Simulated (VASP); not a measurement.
AlN:

```
Al N
1.0
     0.00000    2.05501    2.01887
     2.05501    0.00000    2.01887
     2.05501    2.05501    0.00000
Al N
1 1
Direct
  0.00000 0.00000 0.00000
  0.50000 0.50000 0.50000
```

This cell differs from its parent crystal: biaxial xy strain +1.8%.

Base run:

| Item | Value |
| --- | --- |
| Program | VASP 6.6.1 |
| Functional | r2SCAN |
| Potentials or basis | VASP PAW PBE potentials, release 64 (Al, N) |
| Cutoff | 520 eV |
| k mesh | 10 × 10 × 10 |
| Occupations | gaussian, width 0.01 eV |
| Spin | no spin polarisation |

Its results: band gap on the k mesh 5.03 eV, indirect (least direct gap 6.00 eV); pressure -9.7 GPa.

The run is repeated on the same cell with these changes: functional from r2SCAN to PBE; occupations from gaussian, width 0.01 eV to fermi-dirac, width 0.02 eV. What comes out?

Band gap on the k mesh 4.16 eV, indirect (least direct gap 5.18 eV); pressure -2.9 GPa.

Caveats: the PAW data sets were made with another functional, which shifts forces and pressure a little (some runs).

A k mesh can miss the band edges.
